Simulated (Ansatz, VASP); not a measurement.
**HfO2 in VASP and in Ansatz**

File POSCAR:

```
HfO2
1.0
    4.8382036322      0.0000000000      0.0000000000
    0.0000000000      4.8382036322      0.0000000000
    0.0000000000      0.0000000000      3.2203479185
Hf O
2 4
Direct
    0.0010719455     -0.0006402319      0.0000000000
    0.5019769752      0.5017802418      0.5000000000
    0.1949191829      0.8246438600      0.5000000000
    0.2880736364      0.2791586867      0.0000000000
    0.6779120022      0.6689970525      0.0000000000
    0.8050808171      0.2144822258      0.5000000000
```

The input INCAR.step1:

```
SYSTEM = HfO2
PREC = Accurate
ENCUT = 520
ISMEAR = 0
SIGMA = 0.05
LREAL = .FALSE.
LASPH = .TRUE.
NELM = 100
NBANDS = 31
GGA = PE
ALGO = Normal
EDIFF = 1E-4
LWAVE = .TRUE.
LCHARG = .FALSE.
```

The input INCAR.step2:

```
SYSTEM = HfO2
PREC = Accurate
ENCUT = 520
EDIFF = 1E-6
ISMEAR = 0
SIGMA = 0.05
LREAL = .FALSE.
LASPH = .TRUE.
NELM = 100
ALGO = Normal
ISIF = 2
LWAVE = .FALSE.
LCHARG = .TRUE.
METAGGA = R2SCAN
LMIXTAU = .TRUE.
LELF = .TRUE.
LVHAR = .TRUE.
NBANDS = 31
ISTART = 1
```

The input KPOINTS:

```
regular mesh
0
G
  6 6 8
  0 0 0
```

Input for Ansatz:

```yaml
crystal:
  lattice:
    - [4.8382036322, 0.0, 0.0]
    - [0.0, 4.8382036322, 0.0]
    - [0.0, 0.0, 3.2203479185]
  atoms:
    - { symbol: Hf, position: [0.0010719455, -0.0006402319, 0.0] }
    - { symbol: Hf, position: [0.5019769752, 0.5017802418, 0.5] }
    - { symbol: O, position: [0.1949191829, 0.82464386, 0.5] }
    - { symbol: O, position: [0.2880736364, 0.2791586867, 0.0] }
    - { symbol: O, position: [0.6779120022, 0.6689970525, 0.0] }
    - { symbol: O, position: [0.8050808171, 0.2144822258, 0.5] }
basis:
  ecutwfc: 500
kpoints:
  mp_grid: { grid: [6, 6, 8] }
hamiltonian:
  xc: r2scan
scf:
  occupations: { method: gaussian, width: 0.05 }
output:
  forces: true
  stress: true
  eigenvalues: true
```

Change from the starting cell: mode 13 (463.3 1/cm) frozen in, largest displacement +0.150 Å.

Alike in both runs: task single point; functional r2SCAN; k mesh 6 × 6 × 8; occupations gaussian, width 0.05 eV; no spin polarisation.

|  | VASP | Ansatz |
| --- | --- | --- |
| version | VASP 6.6.1 | Ansatz 0.2.0 |
| potentials or method | VASP PAW PBE potentials, release 64 (Hf_pv, O), cutoff 520 eV | scalar-relativistic, plane waves, PAW |
| valence electrons in the cell | 44 | 76 |

Ansatz gave:

| Property | Result |
| --- | --- |
| gap on the k mesh at the Fermi level (eV) | 4.65 |
| least direct gap on the mesh (eV) | 4.65 |
| pressure (GPa) | 3.5 |
| traceless stress, the component that is largest in VASP (GPa) | 1.79 |
| rms of the force components (eV/Å) | 0.948 |

**Question.** What did VASP give for the same quantities?

**Answer.** gap on the k mesh at the Fermi level (eV): 4.59; least direct gap on the mesh (eV): 4.59; pressure (GPa): 0.5; traceless stress, the component that is largest in VASP (GPa): 1.84; rms of the force components (eV/Å): 0.933.

VASP's potentials were made for PBE, not for r2SCAN. Atom by atom the forces differ by 0.041 eV/Å (rms over components). The functional is the same, so the differences come from potentials, cutoffs and numerics. VASP's potentials hold 44 valence electrons a cell and Ansatz's 76, so a difference there can come from the potentials and not from the codes.

Spin-orbit coupling is off throughout.
